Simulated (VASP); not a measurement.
# AgCl (Fm-3m) in VASP: single point with PBE

Aim: the single point of AgCl with PBE.

All numbers are computed with VASP 6.6.1; they aren't measurements. Logs are shortened: lines on timing, memory, paths and dates and some standing lists are left out, and cuts for length are marked.

## Step 1: The cell of the first run

The structure is cubic, space group Fm-3m (No. 225). The conventional cell has a = 5.470 Å, b = 5.470 Å, c = 5.470 Å, α = 90.00°, β = 90.00°, γ = 90.00°. Within 3.6 Å of Ag (site symmetry m-3m) lie 6 Cl at 2.73 Å. Cl (site symmetry m-3m) has 6 Ag at 2.73 Å within 3.6 Å.

## Step 2: Single point, PBE

INCAR reads:

```
SYSTEM = AgCl
ALGO = Normal
EDIFF = 1E-6
ENCUT = 520
GGA = PE
ISIF = 2
ISMEAR = 0
LASPH = .True.
LCHARG = .True.
LELF = .True.
LREAL = .False.
LVHAR = .True.
LWAVE = .False.
NBANDS = 16
NELM = 80
PREC = Accurate
SIGMA = 0.05
```

KPOINTS reads:

```
k-points
0
Gamma
  10 10 10
  0 0 0
```

POSCAR reads:

```
AgCl
1.0
    0.0000000000      2.7350000000      2.7350000000
    2.7350000000      0.0000000000      2.7350000000
    2.7350000000      2.7350000000      0.0000000000
Ag Cl
1 1
Direct
    0.0000000000      0.0000000000      0.0000000000
    0.5000000000      0.5000000000      0.5000000000
```

Potentials or basis: VASP PAW PBE potentials, release 64 (Ag, Cl).

Command:

```console
cat potpaw_PBE.64/Ag/POTCAR potpaw_PBE.64/Cl/POTCAR > POTCAR
mpirun -np 1 vasp_std > vasp.out
```

OUTCAR:

```text
SYSTEM = AgCl
   EDIFF = 1E-6
   ENCUT = 520
   GGA = PE
   ISIF = 2
   ISMEAR = 0
   LASPH = .True.
   LREAL = .False.
   NELM = 80
   PREC = Accurate

 ion  position               nearest neighbor table
   1  0.000  0.000  0.000-   2 2.73   2 2.73   2 2.73   2 2.73   2 2.73   2 2.73
   2  0.500  0.500  0.500-   1 2.73   1 2.73   1 2.73   1 2.73   1 2.73   1 2.73

  LATTYP: Found a face centered cubic cell.
 ALAT       =     5.4700000000

  Lattice vectors:

 A1 = (   0.0000000000,   2.7350000000,   2.7350000000)
 A2 = (   2.7350000000,   0.0000000000,   2.7350000000)
 A3 = (   2.7350000000,   2.7350000000,   0.0000000000)

Analysis of symmetry for initial positions (statically):
=====================================================================
 Subroutine PRICEL returns:
 Original cell was already a primitive cell.

 Routine SETGRP: Setting up the symmetry group for a
 face centered cubic supercell.

 Subroutine GETGRP returns: Found 48 space group operations
[... 9 lines left out ...]

 Routine SETGRP: Setting up the symmetry group for a
 face centered cubic supercell.

 Subroutine GETGRP returns: Found 48 space group operations
[... 11 lines left out ...]
                                     Primitive cell

  volume of cell :      40.9168

  direct lattice vectors                    reciprocal lattice vectors
     0.000000000  2.735000000  2.735000000    -0.182815356  0.182815356  0.182815356
     2.735000000  0.000000000  2.735000000     0.182815356 -0.182815356  0.182815356
     2.735000000  2.735000000  0.000000000     0.182815356  0.182815356 -0.182815356

  length of vectors
     3.867874093  3.867874093  3.867874093     0.316645486  0.316645486  0.316645486

  position of ions in fractional coordinates (direct lattice)
     0.000000000  0.000000000  0.000000000
     0.500000000  0.500000000  0.500000000

  ion indices of the primitive-cell ions
   primitive index   ion index
                 1           1
                 2           2

----------------------------------------------------------------------------------------

 KPOINTS: k-points

Automatic generation of k-mesh.
 Grid dimensions read from file:
 generate k-points for:   10   10   10

 Generating k-lattice:

  Cartesian coordinates                     Fractional coordinates (reciprocal lattice)
    -0.018281536  0.018281536  0.018281536     0.100000000  0.000000000  0.000000000
     0.018281536 -0.018281536  0.018281536     0.000000000  0.100000000  0.000000000
     0.018281536  0.018281536 -0.018281536     0.000000000  0.000000000  0.100000000

  Length of vectors
     0.031664549  0.031664549  0.031664549

  Shift w.r.t. Gamma in fractional coordinates (k-lattice)
     0.000000000  0.000000000  0.000000000

 Subroutine IBZKPT returns following result:
 ===========================================

 Found     47 irreducible k-points:

 Following reciprocal coordinates:
            Coordinates               Weight
  0.000000  0.000000  0.000000      1.000000
  0.100000  0.000000  0.000000      8.000000
  0.200000  0.000000  0.000000      8.000000
  0.300000  0.000000  0.000000      8.000000
  0.400000  0.000000  0.000000      8.000000
  0.500000  0.000000  0.000000      4.000000
[... 16 lines left out ...]
  0.300000  0.300000  0.000000      6.000000
  0.400000  0.300000  0.000000     24.000000
 [... further k-points ...]
   k-points           NKPTS =     47   k-points in BZ     NKDIM =     47   number of bands    NBANDS=     16
   number of dos      NEDOS =    301   number of ions     NIONS =      2
   total plane-waves  NPLWV =  27000
   dimension x,y,z NGX =    30 NGY =   30 NGZ =   30
   dimension x,y,z NGXF=    60 NGYF=   60 NGZF=   60
   ions per type =               1   1
   NGX,Y,Z   is equivalent  to a cutoff of  12.89, 12.89, 12.89 a.u.
   NGXF,Y,Z  is equivalent  to a cutoff of  25.79, 25.79, 25.79 a.u.
 SYSTEM =  AgCl
   PREC   = accura    normal or accurate (medium, high low for compatibility)
   ISTART =      0    job   : 0-new  1-cont  2-samecut
   ICHARG =      2    charge: 1-file 2-atom 10-const
   ISPIN  =      1    spin polarized calculation?
   LNONCOLLINEAR =      F non collinear calculations
   LSORBIT =      F    spin-orbit coupling
   LASPH  =      T    aspherical Exc in radial PAW
   ENCUT  =  520.0 eV  38.22 Ry    6.18 a.u.   7.19  7.19  7.19*2*pi/ulx,y,z
   NELM   =     80;   NELMIN=  2; NELMDL= -5     # of ELM steps
   EDIFF  = 0.1E-05   stopping-criterion for ELM
   LREAL  =      F    real-space projection
   EDIFFG = 0.1E-04   stopping-criterion for IOM
   NSW    =      0    number of steps for IOM
   IBRION =     -1    ionic relax: 0-MD 1-quasi-New 2-CG
   NFREE  =      0    steps in history (QN), initial steepest desc. (CG)
   ISIF   =      2    stress and relaxation
   ISYM   =      2    0-nonsym 1-usesym 2-fastsym
   POTIM  = 0.5000    time-step for ionic-motion
   TEBEG  =    0.0;   TEEND  =   0.0 temperature during run
   PSTRESS=    0.0 pullay stress
   NELECT =      18.0000    total number of electrons
   NUPDOWN=      -1.0000    fix difference up-down
   EMIN   =  10.00;   EMAX   =-10.00  energy-range for DOS
   EFERMI =   0.00;   METHOD = LEGACY
   ISMEAR =     0;   SIGMA  =   0.05  broadening in eV -4-tet -1-fermi 0-gaus
   EFERMI_NEDOS =   21; number of points for ismear=-14 and -15
   IALGO  =     38    algorithm
   IMIX   =      4    mixing-type and parameters
     AMIX     =   0.40;   BMIX     =  1.00
     AMIX_MAG =   1.60;   BMIX_MAG =  1.00
  volume/ion in A,a.u.               =      20.46       138.06
  Fermi-wavevector in a.u.,A,eV,Ry     =   1.245083  2.352866 21.092186  1.550232
  Thomas-Fermi vector in A             =   2.379321
   LORBIT       =      0    0 simple, 1 ext, 2 COOP (PROOUT), +10 PAW based schemes
   GGA     = PE    functional components
   LHFCALC =     F    Hartree Fock is set to
   AEXX    =    0.0000 exact exchange contribution
   IVDW    =     0    specifies the selected vdW correction
   LEPSILON=     F    determine dielectric tensor
   LRPA    =     F    only Hartree local field effects (RPA)
 non-spin polarized calculation
 Gauss-broadening in eV      SIGMA  =   0.05
  energy-cutoff  :      520.00
  volume of cell :       40.92
 maximum number of plane-waves:      1114
 NGX is ok and might be reduce to    30
   NGX = 15   NGY = 15   NGZ = 15

 number of electron      18.0000002 magnetization

 Free energy of the ion-electron system (eV)
  ---------------------------------------------------
  ext. energy  EPLUGINS =         0.00000000
  ---------------------------------------------------
  free energy    TOTEN  =        -5.36567030 eV

  energy without entropy =       -5.36567030  energy(sigma->0) =       -5.36567030

 E-fermi :   4.5867     XC(G=0): -10.1850

 val. band max:        4.3569411487   @ k =   0.5000   0.0000   0.0000
 cond. band min:       5.2593668193   @ k =   0.0000   0.0000   0.0000
 fundamental gap:      0.9024256706
 Fermi energy:         4.5866974220

 k-point     1 :       0.0000    0.0000    0.0000
  band No.  band energies     occupation
      1     -11.0785      2.00000
      2       1.7425      2.00000
      3       1.7425      2.00000
      4       1.7425      2.00000
      5       1.7859      2.00000
      6       1.7859      2.00000
[... 8 lines left out ...]
     15      17.9238      0.00000
     16      17.9238      0.00000

 k-point     2 :       0.1000    0.0000    0.0000
  band No.  band energies     occupation
      1     -11.0349      2.00000
      2       1.1900      2.00000
      3       1.1900      2.00000
      4       1.1904      2.00000
      5       1.7830      2.00000
      6       1.7830      2.00000
[... 8 lines left out ...]
     15      16.6587      0.00000
     16      17.1830      0.00000

 k-point     3 :       0.2000    0.0000    0.0000
  band No.  band energies     occupation
      1     -10.9174      2.00000
      2       0.3190      2.00000
      3       0.6580      2.00000
      4       0.6580      2.00000
      5       1.8803      2.00000
      6       1.8803      2.00000
[... 8 lines left out ...]
     15      16.4427      0.00000
     16      17.1213      0.00000

 k-point     4 :       0.3000    0.0000    0.0000
  band No.  band energies     occupation
      1     -10.7643      2.00000
      2      -0.4866      2.00000
      3       0.2555      2.00000
      4       0.2555      2.00000
      5       2.0047      2.00000
      6       2.0047      2.00000
[... 8 lines left out ...]
     15      16.9613      0.00000
     16      17.1614      0.00000

 k-point     5 :       0.4000    0.0000    0.0000
  band No.  band energies     occupation
      1     -10.6332      2.00000
      2      -1.0396      2.00000
      3       0.0052      2.00000
      4       0.0052      2.00000
      5       2.1089      2.00000
      6       2.1089      2.00000
[... 8 lines left out ...]
     15      17.6715      0.00000
     16      17.6715      0.00000

 k-point     6 :       0.5000    0.0000    0.0000
  band No.  band energies     occupation
      1     -10.5813      2.00000
      2      -1.2362      2.00000
      3      -0.0796      2.00000
      4      -0.0796      2.00000
      5       2.1496      2.00000
      6       2.1496      2.00000
[... 8 lines left out ...]
     15      18.0639      0.00000
     16      18.0897      0.00000
[... 267 lines left out ...]
 k-point    21 :      -0.3000    0.2000    0.0000
  band No.  band energies     occupation
      1     -10.6202      2.00000
      2      -0.7952      2.00000
      3      -0.0102      2.00000
      4       0.2741      2.00000
      5       2.0487      2.00000
      6       2.1282      2.00000
[... 8 lines left out ...]
     15      18.6503      0.00000
     16      19.6330      0.00000

 k-point    22 :      -0.2000    0.2000    0.0000
  band No.  band energies     occupation
      1     -10.7280      2.00000
      2      -0.5381      2.00000
      3       0.1086      2.00000
      4       0.6001      2.00000
      5       1.9515      2.00000
      6       2.0911      2.00000
[... 8 lines left out ...]
     15      18.4896      0.00000
     16      19.5384      0.00000

 k-point    23 :       0.3000    0.3000    0.0000
  band No.  band energies     occupation
      1     -10.7188      2.00000
      2      -0.5325      2.00000
      3       1.0433      2.00000
      4       1.0433      2.00000
      5       1.5032      2.00000
      6       1.9214      2.00000
[... 8 lines left out ...]
     15      19.1424      0.00000
     16      20.9266      0.00000

 k-point    24 :       0.4000    0.3000    0.0000
  band No.  band energies     occupation
      1     -10.6414      2.00000
      2      -0.5418      2.00000
      3       0.7080      2.00000
      4       0.8092      2.00000
      5       1.6105      2.00000
      6       2.1107      2.00000
[... 8 lines left out ...]
     15      19.3683      0.00000
     16      20.3659      0.00000

 [... further k-points ...]
[... 5 lines left out ...]
  --------------------------------------------------------------------------------------
  -------------------------------------------------------------------------------------
  Total        0.9630822      0.9630822      0.9630822      0.0000000      0.0000000      0.0000000
  in kB       37.7113402     37.7113402     37.7113402      0.0000000      0.0000000      0.0000000
  external PRESSURE =      37.7113402 kB  Pullay stress =       0.0000000 kB

 VOLUME and BASIS-vectors are now :
 -----------------------------------------------------------------------------
  energy-cutoff  :      520.00
  volume of cell :       40.92
      direct lattice vectors                 reciprocal lattice vectors
     0.000000000  2.735000000  2.735000000    -0.182815356  0.182815356  0.182815356
     2.735000000  0.000000000  2.735000000     0.182815356 -0.182815356  0.182815356
     2.735000000  2.735000000  0.000000000     0.182815356  0.182815356 -0.182815356

 POSITION                                       TOTAL-FORCE (eV/Angst)
 -----------------------------------------------------------------------------------
      0.00000      0.00000      0.00000        -0.000000      0.000000     -0.000000
      2.73500      2.73500      2.73500         0.000000      0.000000      0.000000
 -----------------------------------------------------------------------------------
    total drift:                               -0.000000      0.000000      0.000000

  FREE ENERGIE OF THE ION-ELECTRON SYSTEM (eV)
  ---------------------------------------------------
  free  energy   TOTEN  =        -5.3656702975 eV

  energy  without entropy=       -5.3656702975  energy(sigma->0) =       -5.36567030
```

It took 14 s on 1 thread of Intel Xeon 6975P-C (Granite Rapids), shared host; peak memory 0.18 GiB.

What came out:

```yaml
Free_energy: -5.3657 eV
Pressure: 3.8 GPa
Band_gap_on_the_k_mesh: 0.90 eV, indirect (least direct gap 3.26 eV)
```

A k mesh can miss the band edges.
